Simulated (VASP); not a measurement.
Set up this calculation in VASP 6.6.1, as the native input.

| Quantity | Value |
| --- | --- |
| Task | relaxation of cell and atoms |
| Functional | PBE |
| Potentials or basis | VASP PAW PBE potentials, release 64 (In_d, Bi_d, Se) |
| Cutoff | 600 eV |
| k mesh | 8 × 8 × 14 |
| Occupations | gaussian, width 0.1 eV |
| Spin | no spin polarisation |
| Dipole correction | no |
| Further INCAR settings | ALGO = Normal; EDIFF = 1e-07; IBRION = 2; EDIFFG = -0.01; NSW = 100; ISIF = 3 |

The structure of InBiSe2 lies in POSCAR:

```
InBiSe2
1.0
    5.7540520039      0.0000000000      0.0000000000
    0.0000000000      5.7540520039      0.0000000000
    0.0000000000      0.0000000000      3.1654063865
In Bi Se
1 1 2
Direct
    0.0000000000      0.0000000000      0.0000000000
    0.5000000000      0.5000000000      0.5000000000
    0.5000000000      0.0000000000      0.0000000000
    0.0000000000      0.5000000000      0.0000000000
```

These files were run (other wordings do the same):

INCAR

```
  PREC = Accurate
  ENCUT = 600
  EDIFF = 1E-7
  ISMEAR = 0
  SIGMA = 0.1
  LREAL = F
  LASPH = T
  NELM = 100
  ALGO = Normal
  ISIF = 3
  LWAVE = F
  LCHARG = F
  GGA = PE
  IBRION = 2
  NSW = 100
  EDIFFG = -0.01
```

KPOINTS

```
Automatic mesh
0
Gamma
  8 8 14
```

Potentials or basis: VASP PAW PBE potentials, release 64 (In_d, Bi_d, Se).

Launch:

```bash
$ cat potpaw_PBE.64/In_d/POTCAR potpaw_PBE.64/Bi_d/POTCAR potpaw_PBE.64/Se/POTCAR > POTCAR
$ mpirun -np 1 vasp_std > vasp.out
```

Results of the run:

```json
{
  "Relaxed volume": "26.68 Å³/atom",
  "Relaxed cell": "a = 5.846 Å, b = 5.846 Å, c = 3.123 Å, α = 90.00°, β = 90.00°, γ = 90.00°",
  "Space group after relaxing (to 0.05 Å)": "P4/mmm (No. 123)",
  "Energy gained by relaxing": "2.4 meV/atom",
  "Ionic steps": "8",
  "Pressure after relaxing": "0.0 GPa",
  "Band gap on the k mesh": "zero (band 20 reaches 7.10 eV, above the bottom of band 21 at 4.06 eV)"
}
```

Caveat: spin-orbit coupling is left out, which moves the levels of the heavy elements.

Wall time 12 min on 1 thread of Intel(R) Xeon(R) 6975P-C (Granite Rapids), on a shared host, peak memory 0.56 GiB.
